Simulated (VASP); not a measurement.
Set up this calculation in VASP 6.6.1, as the native input.

```
Task                   : relaxation of cell and atoms
Functional             : PBE
Potentials or basis    : VASP PAW PBE potentials, release 64 (Ta_pv, H)
Cutoff                 : 600 eV
k mesh                 : 8 × 8 × 8
Occupations            : gaussian, width 0.2 eV
Spin                   : no spin polarisation
Dipole correction      : no
Further INCAR settings : ALGO = Normal; EDIFF = 1e-06; IBRION = 2; EDIFFG = -0.08; NSW = 36; ISIF = 3
```

The structure of TaH lies in POSCAR:

```
TaH
1.0
   -1.7330142900      1.7330142900      1.7530491400
    1.7330142900     -1.7330142900      1.7530491400
    1.7330142900      1.7330142900     -1.7530491400
Ta H
1 1
Direct
    0.0000000000      0.0000000000      0.0000000000
    0.2500000000      0.7500000000      0.5000000000
```

These files were run (other wordings do the same):

INCAR

```
PREC = Accurate ; ENCUT = 600
EDIFF = 1E-6 ; ISMEAR = 0
SIGMA = 0.2 ; LREAL = F
LASPH = T ; NELM = 80
ALGO = Normal ; ISIF = 3
LWAVE = F ; LCHARG = F
GGA = PE ; IBRION = 2
NSW = 36 ; EDIFFG = -0.08
```

KPOINTS

```
Automatic mesh
0
Gamma
  8 8 8
```

Potentials or basis: VASP PAW PBE potentials, release 64 (Ta_pv, H).

Command:

```sh
$ cat potpaw_PBE.64/Ta_pv/POTCAR potpaw_PBE.64/H/POTCAR > POTCAR
$ mpirun -np 1 vasp_std > vasp.out
```

Results of the run:

- Relaxed volume: 10.38 Å³/atom
- Relaxed cell: a = 2.999 Å, b = 2.999 Å, c = 2.999 Å, α = 109.88°, β = 109.88°, γ = 108.67°
- Space group after relaxing (to 0.1 Å): I-4m2 (No. 119)
- Energy gained by relaxing: 1.4 meV/atom
- Ionic steps: 3
- Pressure after relaxing: 0.2 GPa
- Band gap on the k mesh: zero (bands 6 and 7 overlap by 3.64 eV)

Caveat: spin-orbit coupling is left out, which moves the levels of the heavy elements.

It took 14 s on 1 thread of AMD EPYC 9R45 (Zen 5), on a shared host, peak memory 0.13 GiB.
